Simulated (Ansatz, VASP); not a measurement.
**One calculation of Sn, two programs**

```
CELL_PARAMETERS angstrom
-2.88669 2.88669 1.59065
2.88669 -2.88669 1.59065
2.88669 2.88669 -1.59065
ATOMIC_POSITIONS crystal
Sn 0.00000 0.00000 0.00000
Sn 0.75000 0.25000 0.50000
```

Change from the starting cell: equal xx and yy strain of -1 %.

Alike in both runs: task single point; functional PBE; k mesh 15 × 15 × 15; occupations fermi-dirac, width 0.05 eV; no spin polarisation.

|  | VASP | Ansatz |
| --- | --- | --- |
| version | VASP 6.6.1 | Ansatz 0.2.0 |
| potentials or method | VASP PAW PBE potentials, release 64 (Sn_d), cutoff 520 eV | all-electron LAPW, scalar-relativistic |

```tsv
	VASP	Ansatz	Ansatz less VASP
pressure (GPa)	3.9	3.9	+0.08
traceless stress, the component that is largest in VASP (GPa)	-1.08	-1.08	-0.001
```

Ansatz ran all-electron here, and VASP with PAW potentials.
